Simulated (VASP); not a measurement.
Runs of VASP 6.6.1 on Pt. The structure is that of space group Im-3m (No. 229), or close to it. The cells are those of the table. 

| cell | gap on the mesh (eV) | pressure (GPa) |
| --- | --- | --- |
| a = 2.662 Å, angles 109.5°, 1 atom | none | 20.9 |
| a = 2.799 Å, angles 109.9, 109.9, 108.7°, 1 atom | none | -17.4 |
| a = 2.703 Å, angles 109.5°, 1 atom | none | 5.7 |
| a = 2.799 Å, angles 108.7, 108.7, 111.1°, 1 atom | none | -17.4 |
| a = 2.813 Å, angles 109.1, 109.1, 110.3°, 1 atom | none | (a) |
| a = 2.826 Å, angles 109.5°, 1 atom | none | -21.6 |

Alike in all rows: task single point; level r2SCAN; potentials or basis VASP PAW PBE potentials, release 64 (Pt); no spin polarisation; k mesh 22 × 22 × 22; cutoff (eV) 520; smearing gaussian 0.15 eV.

Task: Estimate the missing entries.

Result: (a) -19.6.

Caveats: the PAW data sets were made with another functional, which shifts forces and pressure a little; spin-orbit coupling is left out, which moves the levels of the heavy elements.

A k mesh can miss the band edges, and the runs leave out spin-orbit coupling on Pt.

A gap of «none» marks levels without a gap at the run's occupations.
